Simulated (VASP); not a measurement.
# TaCo (Pm-3m) in VASP: further runs

The runs below take TaCo through single point, with LDA.

Program: VASP 6.6.1. These are calculated values, not measurements. Logs are shortened: lines on timing, memory, paths and dates and some standing lists are left out, and cuts for length are marked.

## Step 1: The cell of the first run

It takes space group Pm-3m (No. 221, cubic). Conventional cell: a = 3.068 Å, b = 3.068 Å, c = 3.068 Å, α = 90.00°, β = 90.00°, γ = 90.00°. Ta (site symmetry m-3m) has 8 Co at 2.66 Å and 6 Ta at 3.07 Å within 3.5 Å. Co (site symmetry m-3m) has 8 Ta at 2.66 Å and 6 Co at 3.07 Å within 3.5 Å.

## Step 2: Single point, LDA, collinear spin, ferromagnetic start

INCAR reads:

```
SYSTEM = TaCo
PREC = Accurate
ENCUT = 520
EDIFF = 1E-6
ISMEAR = 0
SIGMA = 0.02
LREAL = .FALSE.
LASPH = .TRUE.
NELM = 150
ALGO = Normal
ISIF = 2
LWAVE = .FALSE.
LCHARG = .FALSE.
ISPIN = 2
MAGMOM = 0 0 2.5 2.5
LORBIT = 11
LMAXMIX = 4
NBANDS = 32
```

KPOINTS reads:

```
regular mesh
0
G
  9 9 5
  0 0 0
```

POSCAR reads:

```
TaCo
1.0
    3.0683990000      0.0000000000      0.0000000000
    0.0000000000      3.0683990000      0.0000000000
    0.0000000000      0.0000000000      6.1367980000
Ta Co
2 2
Direct
    0.0000000000      0.0000000000      0.0000000000
    0.0000000000      0.0000000000      0.5000000000
    0.5000000000      0.5000000000      0.2500000000
    0.5000000000      0.5000000000      0.7500000000
```

Potentials or basis: VASP PAW LDA potentials, release 64 (Ta_pv, Co).

On the command line:

```sh
cat potpaw_LDA.64/Ta_pv/POTCAR potpaw_LDA.64/Co/POTCAR > POTCAR
mpirun -np 1 vasp_std > vasp.out
```

OUTCAR:

```text
SYSTEM = TaCo
   PREC = Accurate
   ENCUT = 520
   EDIFF = 1E-6
   ISMEAR = 0
   LREAL = .FALSE.
   LASPH = .TRUE.
   NELM = 150
   ISIF = 2
   ISPIN = 2
   LORBIT = 11

 ion  position               nearest neighbor table
   1  0.000  0.000  0.000-   3 2.66   4 2.66   3 2.66   4 2.66   3 2.66   4 2.66   3 2.66   4 2.66
                             2 3.07   2 3.07
   2  0.000  0.000  0.500-   3 2.66   4 2.66   3 2.66   4 2.66   3 2.66   4 2.66   3 2.66   4 2.66
                             1 3.07   1 3.07
   3  0.500  0.500  0.250-   1 2.66   2 2.66   1 2.66   2 2.66   1 2.66   2 2.66   1 2.66   2 2.66
                             4 3.07   4 3.07
   4  0.500  0.500  0.750-   1 2.66   2 2.66   1 2.66   2 2.66   1 2.66   2 2.66   1 2.66   2 2.66
                             3 3.07   3 3.07

  LATTYP: Found a simple tetragonal cell.
 ALAT       =     3.0683990000
 C/A-ratio  =     2.0000000000

  Lattice vectors:

 A1 = (   3.0683990000,   0.0000000000,   0.0000000000)
 A2 = (   0.0000000000,   3.0683990000,   0.0000000000)
 A3 = (   0.0000000000,   0.0000000000,   6.1367980000)

Analysis of symmetry for initial positions (statically):
=====================================================================
 Subroutine PRICEL returns following result:

  LATTYP: Found a simple cubic cell.
 ALAT       =     3.0683990000
[... 12 lines left out ...]
 Subroutine GETGRP returns: Found 16 space group operations
 (whereof 16 operations were pure point group operations)
 out of a pool of 16 trial point group operations.

The static configuration has the point symmetry D_4h.

Analysis of symmetry for dynamics (positions and initial velocities):
=====================================================================
 Subroutine PRICEL returns following result:

  LATTYP: Found a simple cubic cell.
 ALAT       =     3.0683990000
[... 12 lines left out ...]
 Subroutine GETGRP returns: Found 16 space group operations
 (whereof 16 operations were pure point group operations)
 out of a pool of 16 trial point group operations.

The dynamic configuration has the point symmetry D_4h.

Analysis of structural, dynamic, and magnetic symmetry:
=====================================================================
 Subroutine PRICEL returns following result:

  LATTYP: Found a simple cubic cell.
 ALAT       =     3.0683990000
[... 12 lines left out ...]
 Subroutine GETGRP returns: Found 16 space group operations
 (whereof 16 operations were pure point group operations)
 out of a pool of 16 trial point group operations.

The overall configuration has the point symmetry D_4h.

 Subroutine INISYM returns: Found 16 space group operations
 (whereof 16 operations are pure point group operations),
 and found     2 'primitive' translations

----------------------------------------------------------------------------------------

                                     Primitive cell

  volume of cell :      28.8892

  direct lattice vectors                    reciprocal lattice vectors
     3.068399000  0.000000000  0.000000000     0.325902857  0.000000000  0.000000000
     0.000000000  3.068399000  0.000000000     0.000000000  0.325902857  0.000000000
     0.000000000  0.000000000  3.068399000     0.000000000  0.000000000  0.325902857

  length of vectors
     3.068399000  3.068399000  3.068399000     0.325902857  0.325902857  0.325902857

  position of ions in fractional coordinates (direct lattice)
     0.000000000  0.000000000  0.000000000
     0.500000000  0.500000000  0.500000000

  ion indices of the primitive-cell ions
   primitive index   ion index
                 1           1
                 2           3

----------------------------------------------------------------------------------------

 KPOINTS: regular mesh

Automatic generation of k-mesh.
 Grid dimensions read from file:
 generate k-points for:    9    9    5

 Generating k-lattice:

  Cartesian coordinates                     Fractional coordinates (reciprocal lattice)
     0.036211429  0.000000000  0.000000000     0.111111111  0.000000000  0.000000000
     0.000000000  0.036211429  0.000000000     0.000000000  0.111111111  0.000000000
     0.000000000  0.000000000  0.032590286     0.000000000  0.000000000  0.200000000

  Length of vectors
     0.036211429  0.036211429  0.032590286

  Shift w.r.t. Gamma in fractional coordinates (k-lattice)
     0.000000000  0.000000000  0.000000000

 Subroutine IBZKPT returns following result:
 ===========================================

 Found     45 irreducible k-points:

 Following reciprocal coordinates:
            Coordinates               Weight
  0.000000  0.000000  0.000000      1.000000
  0.111111  0.000000  0.000000      4.000000
  0.222222  0.000000  0.000000      4.000000
  0.333333  0.000000  0.000000      4.000000
  0.444444  0.000000  0.000000      4.000000
  0.111111  0.111111  0.000000      4.000000
[... 16 lines left out ...]
  0.333333  0.111111  0.200000     16.000000
  0.444444  0.111111  0.200000     16.000000
 [... further k-points ...]
   k-points           NKPTS =     45   k-points in BZ     NKDIM =     45   number of bands    NBANDS=     32
   number of dos      NEDOS =    301   number of ions     NIONS =      4
   total plane-waves  NPLWV =  27648
   dimension x,y,z NGX =    24 NGY =   24 NGZ =   48
   dimension x,y,z NGXF=    48 NGYF=   48 NGZF=   96
   ions per type =               2   2
   NGX,Y,Z   is equivalent  to a cutoff of  13.00, 13.00, 13.00 a.u.
   NGXF,Y,Z  is equivalent  to a cutoff of  26.01, 26.01, 26.01 a.u.
 SYSTEM =  TaCo
   PREC   = accura    normal or accurate (medium, high low for compatibility)
   ISTART =      0    job   : 0-new  1-cont  2-samecut
   ICHARG =      2    charge: 1-file 2-atom 10-const
   ISPIN  =      2    spin polarized calculation?
   LNONCOLLINEAR =      F non collinear calculations
   LSORBIT =      F    spin-orbit coupling
   LASPH  =      T    aspherical Exc in radial PAW
   ENCUT  =  520.0 eV  38.22 Ry    6.18 a.u.   5.71  5.71 11.41*2*pi/ulx,y,z
   NELM   =    150;   NELMIN=  2; NELMDL= -5     # of ELM steps
   EDIFF  = 0.1E-05   stopping-criterion for ELM
   LREAL  =      F    real-space projection
[... 7 lines left out ...]
   TEBEG  =    0.0;   TEEND  =   0.0 temperature during run
   PSTRESS=    0.0 pullay stress
   NELECT =      40.0000    total number of electrons
   NUPDOWN=      -1.0000    fix difference up-down
   EMIN   =  10.00;   EMAX   =-10.00  energy-range for DOS
   EFERMI =   0.00;   METHOD = LEGACY
   ISMEAR =     0;   SIGMA  =   0.02  broadening in eV -4-tet -1-fermi 0-gaus
   EFERMI_NEDOS =   21; number of points for ismear=-14 and -15
   IALGO  =     38    algorithm
   IMIX   =      4    mixing-type and parameters
     AMIX     =   0.40;   BMIX     =  1.00
     AMIX_MAG =   1.60;   BMIX_MAG =  1.00
  volume/ion in A,a.u.               =      14.44        97.48
  Fermi-wavevector in a.u.,A,eV,Ry     =   1.448237  2.736771 28.536732  2.097391
  Thomas-Fermi vector in A             =   2.566101
   LORBIT       =     11    0 simple, 1 ext, 2 COOP (PROOUT), +10 PAW based schemes
   GGA     = CA    functional components
   LHFCALC =     F    Hartree Fock is set to
   AEXX    =    0.0000 exact exchange contribution
   IVDW    =     0    specifies the selected vdW correction
   LEPSILON=     F    determine dielectric tensor
   LRPA    =     F    only Hartree local field effects (RPA)
 spin polarized calculation
 Gauss-broadening in eV      SIGMA  =   0.02
  energy-cutoff  :      520.00
  volume of cell :       57.78
 maximum number of plane-waves:      1576
 NGX is ok and might be reduce to    24
   NGX = 11   NGY = 11   NGZ = 23

 number of electron      40.0000028 magnetization       0.4491479

 Free energy of the ion-electron system (eV)
  ---------------------------------------------------
  ext. energy  EPLUGINS =         0.00000000
  ---------------------------------------------------
  free energy    TOTEN  =       -42.20190510 eV

  energy without entropy =      -42.20063344  energy(sigma->0) =      -42.20126927

 E-fermi :   7.6937     XC(G=0): -13.1554

 val. band max:        7.6878715230   @ k =   0.4444   0.3333   0.4000
 cond. band min:       7.6972511872   @ k =   0.2222   0.2222   0.2000
 fundamental gap:      0.0093796642
 Fermi energy:         7.6937353418

 spin component 1

 k-point     1 :       0.0000    0.0000    0.0000
  band No.  band energies     occupation
      1     -27.1054      1.00000
      2     -26.6609      1.00000
      3     -26.6606      1.00000
      4     -26.6606      1.00000
      5     -26.6268      1.00000
      6     -26.6268      1.00000
[... 829 lines left out ...]
     31      16.7778      0.00000
     32      18.5383      0.00000

 [... further k-points ...]

 spin component 2

 k-point     1 :       0.0000    0.0000    0.0000
  band No.  band energies     occupation
      1     -27.0917      1.00000
      2     -26.6481      1.00000
      3     -26.6481      1.00000
      4     -26.6473      1.00000
      5     -26.6143      1.00000
      6     -26.6143      1.00000
[... 829 lines left out ...]
     31      16.8152      0.00000
     32      18.5858      0.00000

 [... further k-points ...]

------------------------ aborting loop because EDIFF is reached ----------------------------------------

  FORCE on cell =-STRESS in cart. coord.  units (eV):
  Direction    XX          YY          ZZ          XY          YZ          ZX
  --------------------------------------------------------------------------------------
  -------------------------------------------------------------------------------------
  Total       -5.8163400     -5.8163400     -5.3138823      0.0000000      0.0000000     -0.0000000
  in kB     -161.2853320   -161.2853320   -147.3523334      0.0000000      0.0000000     -0.0000000
  external PRESSURE =    -156.6409991 kB  Pullay stress =       0.0000000 kB

 VOLUME and BASIS-vectors are now :
 -----------------------------------------------------------------------------
  energy-cutoff  :      520.00
  volume of cell :       57.78
      direct lattice vectors                 reciprocal lattice vectors
     3.068399000  0.000000000  0.000000000     0.325902857  0.000000000  0.000000000
     0.000000000  3.068399000  0.000000000     0.000000000  0.325902857  0.000000000
     0.000000000  0.000000000  6.136798000     0.000000000  0.000000000  0.162951428

 POSITION                                       TOTAL-FORCE (eV/Angst)
 -----------------------------------------------------------------------------------
      0.00000      0.00000      0.00000         0.000000     -0.000000     -0.000000
      0.00000      0.00000      3.06840         0.000000     -0.000000      0.000000
      1.53420      1.53420      1.53420        -0.000000      0.000000     -0.000000
      1.53420      1.53420      4.60260        -0.000000      0.000000     -0.000000
 -----------------------------------------------------------------------------------
    total drift:                               -0.000000     -0.000000      0.000000

  FREE ENERGIE OF THE ION-ELECTRON SYSTEM (eV)
  ---------------------------------------------------
  free  energy   TOTEN  =       -42.2019051031 eV

  energy  without entropy=      -42.2006334392  energy(sigma->0) =      -42.20126927

 total charge

# of ion       s       p       d       tot
------------------------------------------
    1        0.375   6.188   2.266   8.829
    2        0.375   6.188   2.266   8.829
    3        0.526   0.480   7.390   8.396
    4        0.526   0.480   7.390   8.396
--------------------------------------------------
tot          1.802  13.335  19.312  34.449

 magnetization (x)

# of ion       s       p       d       tot
------------------------------------------
    1        0.001  -0.000   0.022   0.022
    2        0.001  -0.000   0.022   0.022
    3        0.004   0.007   0.175   0.186
    4        0.004   0.007   0.175   0.186
--------------------------------------------------
tot          0.009   0.013   0.394   0.416
```

Wall time 6.2 min (1 thread of Intel Xeon 6975P-C (Granite Rapids), shared host); peak memory 0.25 GiB.

Results:

```yaml
Free_energy: -42.2019 eV
Pressure: -15.7 GPa
Net_moment: 0.45 μB per cell
Site_moments: Ta +0.02; Co +0.19 μB
Valence_electrons_inside_the_program's_atomic_spheres: Ta 8.83; Co 8.40
```

Caveat: the cell stands under tension; spin-orbit coupling is left out, which moves the levels of the heavy elements.

## Step 3: Single point, LDA, collinear spin, antiferromagnetic start

INCAR reads:

```
PREC     = Accurate       # precision mode
ENCUT    = 520            # plane-wave cutoff, eV
EDIFF    = 1E-7           # SCF threshold, eV
ISMEAR   = 0              # smearing method
SIGMA    = 0.02           # smearing width, eV
LREAL    = False          # projectors in reciprocal space
LASPH    = True           # aspherical terms in the spheres
NELM     = 150            # most SCF steps
ALGO     = Normal         # electronic algorithm
ISIF     = 2              # what is computed and relaxed
LWAVE    = False          # write WAVECAR
LCHARG   = False          # write CHGCAR
ISPIN    = 2              # spin polarisation
MAGMOM   = 0 0 2.5 -2.5   # initial moments
LORBIT   = 11             # projections on sites
LMAXMIX  = 4              # l up to which the mixer works
GGA      = CA             # functional
NBANDS   = 32             # bands
```

KPOINTS reads:

```
regular mesh
0
Gamma
  9 9 5
```

POSCAR is that of step 2.

Potentials or basis: VASP PAW LDA potentials, release 64 (Ta_pv, Co).

On the command line:

```sh
cat potpaw_LDA.64/Ta_pv/POTCAR potpaw_LDA.64/Co/POTCAR > POTCAR
mpirun -np 1 vasp_std > vasp.out
```

Run time: 89 s. Hardware: 1 thread of Intel Xeon 6975P-C (Granite Rapids), shared host; peak memory 0.24 GiB.

Results (log left out):

```yaml
Free_energy: -42.2046 eV
Pressure: -15.8 GPa
Band_gap_on_the_k_mesh: zero (filled and empty bands overlap)
Net_moment: 0.00 μB per cell
Site_moments: Ta +0.00; Co +0.08, -0.08 μB
Valence_electrons_inside_the_program's_atomic_spheres: Ta 8.83; Co 8.40
```

Stress tensor (GPa, compression positive):
```
-16.47   0.00   0.00
  0.00 -16.47   0.00
  0.00   0.00 -14.42
```

Levels at points of the mesh, in eV from the Fermi level:
Spin up:
| k point | band 17 | band 18 | band 19 | band 20 | band 21 | band 22 | band 23 | band 24 |
| --- | --- | --- | --- | --- | --- | --- | --- | --- |
| (0.00, 0.00, 0.00) | -1.59 | -1.59 | -1.18 | -0.11 | 0.37 | 0.37 | 0.53 | 0.54 |
Spin down:
| k point | band 16 | band 17 | band 18 | band 19 | band 20 | band 21 | band 22 | band 23 | band 24 | band 25 |
| --- | --- | --- | --- | --- | --- | --- | --- | --- | --- | --- |
| (0.00, 0.00, 0.00) | -1.67 | -1.59 | -1.59 | -1.18 | -0.11 | 0.37 | 0.37 | 0.53 | 0.54 | 3.39 |

Caveat: the cell stands under tension; spin-orbit coupling is left out, which moves the levels of the heavy elements.
